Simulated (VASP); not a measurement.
SrB3: relaxation of cell and atoms with PBE

The system is SrB3.

```
Sr B
1.0
     3.83179    0.00000    0.00000
     0.00000    3.83179    0.00000
     0.00000    0.00000    3.83179
Sr B
1 3
Direct
  0.00000 0.00000 0.00000
  0.00000 0.50000 0.50000
  0.50000 0.00000 0.50000
  0.50000 0.50000 0.00000
```

The cell was built from a structure type or drawn by symmetry, and may not be a known phase.

* Program: VASP 6.6.1
* Task: relaxation of cell and atoms
* Functional: PBE
* Potentials or basis: VASP PAW PBE potentials, release 64 (Sr_sv, B)
* Cutoff: 600 eV
* k mesh: 12 × 12 × 12
* Occupations: gaussian, width 0.1 eV
* Spin: no spin polarisation
* Dipole correction: no
* Further INCAR settings: ALGO = Normal; EDIFF = 1e-06; IBRION = 2; EDIFFG = -0.01; NSW = 100; ISIF = 3

```yaml
Relaxed_volume: 14.26 Å³/atom
Relaxed_cell: a = 3.849 Å, b = 3.849 Å, c = 3.849 Å, α = 90.00°, β = 90.00°, γ = 90.00°
Space_group_after_relaxing_to_0.1_Å: Pm-3m (No. 221)
Energy_gained_by_relaxing: 0.6 meV/atom
Ionic_steps: 3
Pressure_after_relaxing: 0.0 GPa
Band_gap_on_the_k_mesh: zero (an odd number of electrons rules out a gap without spin polarisation)
```

Step by step:
```csv
step,energy change (eV),largest force (eV/Å),pressure (GPa),volume (Å³)
1,0.0000,0.0000,0.92,56.26
2,-0.0022,0.0000,0.12,56.92
3,-0.0022,0.0000,0.02,57.02
```

Final structure:
```yaml
crystal:
  lattice:
    - [3.84904, 0.00000, 0.00000]
    - [0.00000, 3.84904, 0.00000]
    - [0.00000, 0.00000, 3.84904]
  atoms:
    - { symbol: Sr, position: [0.00000, 0.00000, 0.00000] }
    - { symbol: B, position: [0.00000, 0.50000, 0.50000] }
    - { symbol: B, position: [0.50000, 0.00000, 0.50000] }
    - { symbol: B, position: [0.50000, 0.50000, 0.00000] }
```

Levels at points of the mesh, in eV from the Fermi level:
| k point | band 7 | band 8 | band 9 | band 10 | band 11 | band 12 |
| --- | --- | --- | --- | --- | --- | --- |
| (0.00, 0.00, 0.00) | -2.92 | -0.90 | -0.90 | -0.90 | 3.02 | 3.02 |
| (0.50, 0.00, 0.00) | -1.55 | -1.26 | -1.26 | -0.43 | 1.88 | 1.88 |
| (0.50, 0.50, 0.00) | -4.52 | -2.98 | 0.19 | 0.19 | 1.51 | 1.72 |
| (0.50, 0.50, 0.50) | -5.21 | -3.63 | -0.79 | -0.79 | -0.79 | 5.97 |

It took 42 s on 1 thread of Intel(R) Xeon(R) 6975P-C (Granite Rapids) (shared host), peak memory 0.24 GiB.
